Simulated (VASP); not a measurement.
# K (P6/mmm) in VASP: further runs

The runs below take K through single point, with RPBE.

All numbers are computed with VASP 6.6.1; they aren't measurements. Logs are shortened: lines on timing, memory, paths and dates and some standing lists are left out, and cuts for length are marked.

### Step 1. The cell of the first run

Symmetry: P6/mmm, No. 191, hexagonal system. The conventional cell has a = 7.797 Å, b = 7.797 Å, c = 4.632 Å, α = 90.00°, β = 90.00°, γ = 120.00°.

This isn't the form of K at room conditions, which is bcc.

### Step 2. Single point, RPBE

Input file INCAR:

```
  PREC = Accurate
  ENCUT = 520
  EDIFF = 1E-6
  ISMEAR = -1
  SIGMA = 0.1
  LREAL = F
  LASPH = T
  NELM = 100
  ALGO = Normal
  ISIF = 2
  LWAVE = F
  LCHARG = F
  GGA = RP
  NBANDS = 20
```

Input file KPOINTS:

```
regular mesh
0
Gamma
  6 6 9
```

Input file POSCAR:

```
K
1.0
    7.7967122587      0.0000000000      0.0000000000
   -3.8983561294      6.7521508820      0.0000000000
    0.0000000000      0.0000000000      4.6317358165
K
3
Direct
    1.0000000000      1.0000000000      1.0000000000
    0.3333333333      0.6666666667      0.5000000000
    0.6666666667      0.3333333333      0.5000000000
```

Potentials or basis: VASP PAW PBE potentials, release 64 (K_sv).

Command:

```
> cat potpaw_PBE.64/K_sv/POTCAR > POTCAR
> mpirun -np 1 vasp_std > vasp.out
```

OUTCAR:

```text
PREC = Accurate
   ENCUT = 520
   EDIFF = 1E-6
   ISMEAR = -1
   LREAL = F
   LASPH = T
   NELM = 100
   ISIF = 2
   GGA = RP

 ion  position               nearest neighbor table
   1  0.000  0.000  0.000-
   2  0.333  0.667  0.500-
   3  0.667  0.333  0.500-

  LATTYP: Found a hexagonal cell.
 ALAT       =     7.7967122587
 C/A-ratio  =     0.5940626847

  Lattice vectors:

 A1 = (   7.7967122587,   0.0000000000,   0.0000000000)
 A2 = (  -3.8983561294,   6.7521508820,   0.0000000000)
 A3 = (   0.0000000000,   0.0000000000,   4.6317358165)

Analysis of symmetry for initial positions (statically):
=====================================================================
 Subroutine PRICEL returns:
 Original cell was already a primitive cell.

 Routine SETGRP: Setting up the symmetry group for a
 hexagonal supercell.

 Subroutine GETGRP returns: Found 24 space group operations
 (whereof 24 operations were pure point group operations)
 out of a pool of 24 trial point group operations.

The static configuration has the point symmetry D_6h.

Analysis of symmetry for dynamics (positions and initial velocities):
=====================================================================
 Subroutine PRICEL returns:
 Original cell was already a primitive cell.

 Routine SETGRP: Setting up the symmetry group for a
 hexagonal supercell.

 Subroutine GETGRP returns: Found 24 space group operations
 (whereof 24 operations were pure point group operations)
 out of a pool of 24 trial point group operations.

The dynamic configuration has the point symmetry D_6h.

 Subroutine INISYM returns: Found 24 space group operations
 (whereof 24 operations are pure point group operations),
 and found     1 'primitive' translations

----------------------------------------------------------------------------------------

                                     Primitive cell

  volume of cell :     243.8358

  direct lattice vectors                    reciprocal lattice vectors
     7.796712259  0.000000000  0.000000000     0.128259190  0.074050478  0.000000000
    -3.898356129  6.752150882  0.000000000     0.000000000  0.148100956  0.000000000
     0.000000000  0.000000000  4.631735816     0.000000000  0.000000000  0.215901778
[... 79 lines left out ...]
   ICHARG =      2    charge: 1-file 2-atom 10-const
   ISPIN  =      1    spin polarized calculation?
   LNONCOLLINEAR =      F non collinear calculations
   LSORBIT =      F    spin-orbit coupling
   LASPH  =      T    aspherical Exc in radial PAW
   ENCUT  =  520.0 eV  38.22 Ry    6.18 a.u.  14.50 14.50  8.61*2*pi/ulx,y,z
   NELM   =    100;   NELMIN=  2; NELMDL= -5     # of ELM steps
   EDIFF  = 0.1E-05   stopping-criterion for ELM
   LREAL  =      F    real-space projection
   EDIFFG = 0.1E-04   stopping-criterion for IOM
   NSW    =      0    number of steps for IOM
   IBRION =     -1    ionic relax: 0-MD 1-quasi-New 2-CG
   NFREE  =      0    steps in history (QN), initial steepest desc. (CG)
   ISIF   =      2    stress and relaxation
   ISYM   =      2    0-nonsym 1-usesym 2-fastsym
   POTIM  = 0.5000    time-step for ionic-motion
   TEBEG  =    0.0;   TEEND  =   0.0 temperature during run
   PSTRESS=    0.0 pullay stress
   NELECT =      27.0000    total number of electrons
   NUPDOWN=      -1.0000    fix difference up-down
   EMIN   =  10.00;   EMAX   =-10.00  energy-range for DOS
   EFERMI =   0.00;   METHOD = LEGACY
   ISMEAR =    -1;   SIGMA  =   0.10  broadening in eV -4-tet -1-fermi 0-gaus
   EFERMI_NEDOS =   21; number of points for ismear=-14 and -15
   IALGO  =     38    algorithm
   IMIX   =      4    mixing-type and parameters
     AMIX     =   0.40;   BMIX     =  1.00
     AMIX_MAG =   1.60;   BMIX_MAG =  1.00
  volume/ion in A,a.u.               =      81.28       548.50
  Fermi-wavevector in a.u.,A,eV,Ry     =   0.786135  1.485579  8.408505  0.618008
  Thomas-Fermi vector in A             =   1.890612
   LORBIT       =      0    0 simple, 1 ext, 2 COOP (PROOUT), +10 PAW based schemes
   GGA     = RP    functional components
   LHFCALC =     F    Hartree Fock is set to
   AEXX    =    0.0000 exact exchange contribution
   IVDW    =     0    specifies the selected vdW correction
   LEPSILON=     F    determine dielectric tensor
   LRPA    =     F    only Hartree local field effects (RPA)
 non-spin polarized calculation
  energy-cutoff  :      520.00
  volume of cell :      243.84
 maximum number of plane-waves:      6599
 NGX is ok and might be reduce to    60
   NGX = 29   NGY = 29   NGZ = 17

 number of electron      27.0000001 magnetization

 Free energy of the ion-electron system (eV)
  ---------------------------------------------------
  ext. energy  EPLUGINS =         0.00000000
  ---------------------------------------------------
  free energy    TOTEN  =        -2.83108904 eV

  energy without entropy =       -2.74741559  energy(sigma->0) =       -2.78925231

 E-fermi :  -0.2024     XC(G=0):  -5.2890

 val. band max:       -0.2055635289   @ k =   0.1667   0.1667   0.0000
 cond. band min:      -0.1708506777   @ k =   0.3333   0.1667   0.3333
 fundamental gap:      0.0347128512
 Fermi energy:        -0.2023755798

 k-point     1 :       0.0000    0.0000    0.0000
  band No.  band energies     occupation
      1     -32.5524      2.00000
      2     -32.5491      2.00000
      3     -32.4657      2.00000
      4     -16.0054      2.00000
      5     -16.0054      2.00000
      6     -15.9721      2.00000
[... 541 lines left out ...]
     19       2.0921      0.00000
     20       2.7790      0.00000

 [... further k-points ...]

------------------------ aborting loop because EDIFF is reached ----------------------------------------

  FORCE on cell =-STRESS in cart. coord.  units (eV):
  Direction    XX          YY          ZZ          XY          YZ          ZX
  --------------------------------------------------------------------------------------
  -------------------------------------------------------------------------------------
  Total       -0.0253453     -0.0253453      0.0050820      0.0000000     -0.0000000     -0.0000000
  in kB       -0.1665372     -0.1665372      0.0333924      0.0000000     -0.0000000     -0.0000000
  external PRESSURE =      -0.0998940 kB  Pullay stress =       0.0000000 kB

 VOLUME and BASIS-vectors are now :
 -----------------------------------------------------------------------------
  energy-cutoff  :      520.00
  volume of cell :      243.84
      direct lattice vectors                 reciprocal lattice vectors
     7.796712259  0.000000000  0.000000000     0.128259190  0.074050478  0.000000000
    -3.898356129  6.752150882  0.000000000     0.000000000  0.148100956  0.000000000
     0.000000000  0.000000000  4.631735816     0.000000000  0.000000000  0.215901778

 POSITION                                       TOTAL-FORCE (eV/Angst)
 -----------------------------------------------------------------------------------
      0.00000      0.00000      0.00000         0.000000      0.000000      0.000000
     -0.00000      4.50143      2.31587         0.000000     -0.000000      0.000000
      3.89836      2.25072      2.31587        -0.000000      0.000000      0.000000
 -----------------------------------------------------------------------------------
    total drift:                                0.000000     -0.000000      0.000000

  FREE ENERGIE OF THE ION-ELECTRON SYSTEM (eV)
  ---------------------------------------------------
  free  energy   TOTEN  =        -2.8310890363 eV

  energy  without entropy=       -2.7474155862  energy(sigma->0) =       -2.78925231
```

OSZICAR:

```text
N       E                     dE             d eps       ncg     rms          rms(c)
DAV:   1     0.189207012237E+03    0.18921E+03   -0.10750E+04  1400   0.105E+03
DAV:   2     0.118115247824E+02   -0.17740E+03   -0.17472E+03  1544   0.295E+02
DAV:   3    -0.208486134159E+01   -0.13896E+02   -0.13802E+02  2240   0.660E+01
DAV:   4    -0.279279342954E+01   -0.70793E+00   -0.70550E+00  2028   0.132E+01
DAV:   5    -0.281392233270E+01   -0.21129E-01   -0.21126E-01  2036   0.213E+00    0.252E+00
DAV:   6    -0.282379144751E+01   -0.98691E-02   -0.79866E-03  1756   0.589E-01    0.151E+00
DAV:   7    -0.283059641643E+01   -0.68050E-02   -0.83585E-03  1676   0.662E-01    0.781E-02
DAV:   8    -0.283106704175E+01   -0.47063E-03   -0.77828E-04  2348   0.193E-01    0.299E-02
DAV:   9    -0.283108912101E+01   -0.22079E-04   -0.24620E-05  1780   0.307E-02    0.124E-02
DAV:  10    -0.283108903626E+01    0.84751E-07   -0.32445E-06  1592   0.125E-02
   1 F= -.28310890E+01 E0= -.27892523E+01  d E =-.836735E-01
```

stdout:

```text
POSCAR found type information on POSCAR K
 POSCAR found :  1 types and       3 ions
 scaLAPACK will be used
 -----------------------------------------------------------------------------
|                                                                             |
|                                                                             |
|     You enforced a specific xc type in the INCAR file but a different       |
|     I HOPE YOU KNOW WHAT YOU ARE DOING!                                     |
|                                                                             |
 -----------------------------------------------------------------------------

 LDA part: xc-table for (Slater+PW92), standard interpolation
 POSCAR, INCAR and KPOINTS ok, starting setup
 FFT: planning ... GRIDC
 FFT: planning ... GRID_SOFT
 FFT: planning ... GRID
 WAVECAR not read
 entering main loop
```

Run time: 93 s. Hardware: 1 thread of Oxide Virtual Turin-like, shared host; peak memory 0.37 GiB.

Results:

- Free energy: -2.8311 eV
- Pressure: 0.0 GPa
- Band gap on the k mesh: zero (an odd number of electrons rules out a gap without spin polarisation)

Levels at points of the mesh, in eV from the Fermi level:
```csv
k point,band 11,band 12,band 13,band 14,band 15,band 16
"(0.00, 0.00, 0.00)",-15.69,-15.68,-2.02,1.08,1.08,1.09
"(0.50, 0.00, 0.00)",-15.69,-15.68,-1.11,-1.11,0.42,0.56
```

Caveat: the PAW data sets were made with another functional, which shifts forces and pressure a little.

### Step 3. Single point, RPBE (81.28 Å³/atom)

Input file INCAR:

```
  ALGO = Normal
  EDIFF = 1E-6
  ENCUT = 520
  GGA = RP
  ISIF = 2
  ISMEAR = -1
  LASPH = True
  LCHARG = False
  LREAL = False
  LWAVE = False
  NBANDS = 20
  NELM = 100
  PREC = Accurate
  SIGMA = 0.1
```

Input file KPOINTS:

```
k-points
0
Gamma
  6 6 8
```

POSCAR is that of step 2.

Potentials or basis: VASP PAW PBE potentials, release 64 (K_sv).

Command:

```
> cat potpaw_PBE.64/K_sv/POTCAR > POTCAR
> mpirun -np 1 vasp_std > vasp.out
```

Wall time 1.9 min (1 thread of Oxide Virtual Turin-like, shared host); peak memory 0.36 GiB.

The run converged. Its results:

| Quantity | Value |
| --- | --- |
| Free energy | -2.8298 eV |
| Pressure | 0.0 GPa |
| Band gap on the k mesh | zero (an odd number of electrons rules out a gap without spin polarisation) |

Levels at points of the mesh, in eV from the Fermi level:
```csv
k point,band 10,band 11,band 12,band 13,band 14,band 15,band 16,band 17
"(0.00, 0.00, 0.00)",-15.69,-15.69,-15.69,-2.02,1.08,1.08,1.09,1.09
"(0.50, 0.00, 0.00)",-15.70,-15.69,-15.69,-1.11,-1.11,0.42,0.56,2.64
"(0.00, 0.00, 0.50)",-15.72,-15.69,-15.69,-0.22,-0.12,1.81,1.81,1.89
"(0.50, 0.00, 0.50)",-15.72,-15.69,-15.69,0.52,0.55,0.62,0.64,1.53
```

Caveat: the PAW data sets were made with another functional, which shifts forces and pressure a little.

### Step 4. Single point, RPBE (84.53 Å³/atom)

This run uses another cell than the first one, of 84.53 Å³/atom.

Input file INCAR:

```
SYSTEM = K
ALGO = Normal ; EDIFF = 1E-7
ENCUT = 520 ; GGA = RP
ISIF = 2 ; ISMEAR = -1
LASPH = .True. ; LCHARG = .True.
LELF = .True. ; LREAL = .False.
LVHAR = .True. ; LWAVE = .False.
NBANDS = 20 ; NELM = 100
PREC = Accurate ; SIGMA = 0.1
```

Input file KPOINTS:

```
k-points
0
Gamma
  6 6 8
  0 0 0
```

Input file POSCAR:

```
K
1.0
    7.8993123437      0.0000000000      0.0000000000
   -3.9496561719      6.8410051621      0.0000000000
    0.0000000000      0.0000000000      4.6926866985
K
3
Direct
    1.0000000000      1.0000000000      1.0000000000
    0.3333333333      0.6666666667      0.5000000000
    0.6666666667      0.3333333333      0.5000000000
```

Command:

```
> cat potpaw_PBE.64/K_sv/POTCAR > POTCAR
> mpirun -np 1 vasp_std > vasp.out
```

Run time: 2.4 min. Hardware: 1 thread of Oxide Virtual Turin-like, shared host; peak memory 0.37 GiB.

It converged, with:

| Quantity | Value |
| --- | --- |
| Free energy | -2.8267 eV |
| Pressure | -0.1 GPa |
| Band gap on the k mesh | zero (an odd number of electrons rules out a gap without spin polarisation) |

Levels at points of the mesh, in eV from the Fermi level:
```tsv
k point	band 9	band 10	band 11	band 12	band 13	band 14	band 15	band 16	band 17	band 18
(0.00, 0.00, 0.00)	-15.79	-15.73	-15.73	-15.72	-1.96	1.07	1.07	1.08	1.08	1.40
(0.50, 0.00, 0.00)	-15.79	-15.73	-15.73	-15.72	-1.09	-1.09	0.42	0.55	2.62	2.71
(0.00, 0.00, 0.50)	-15.79	-15.75	-15.72	-15.72	-0.22	-0.11	1.82	1.82	1.88	1.88
(0.50, 0.00, 0.50)	-15.79	-15.75	-15.72	-15.72	0.52	0.53	0.61	0.62	1.54	1.77
```

Caveat: the PAW data sets were made with another functional, which shifts forces and pressure a little.

### Step 5. Summary

```csv
cell,k mesh,gap on the mesh (eV),pressure (GPa)
"a = 7.797, b = 7.797, c = 4.632 Å, angles 90.0, 90.0, 120.0°, 3 atoms",6 × 6 × 9,none,0.0
"a = 7.797, b = 7.797, c = 4.632 Å, angles 90.0, 90.0, 120.0°, 3 atoms",6 × 6 × 8,none,0.0
"a = 7.899, b = 7.899, c = 4.693 Å, angles 90.0, 90.0, 120.0°, 3 atoms",6 × 6 × 8,none,-0.1
```

Alike in all rows: task single point; level RPBE; potentials or basis VASP PAW PBE potentials, release 64 (K_sv); no spin polarisation; cutoff (eV) 520; smearing fermi-dirac 0.1 eV.

Caveats: the PAW data sets were made with another functional, which shifts forces and pressure a little.

Total energies depend on the potentials used, so only differences within one code and one set of settings carry meaning.

The gap in the log of VASP goes by the Fermi energy; the results here count the filled bands.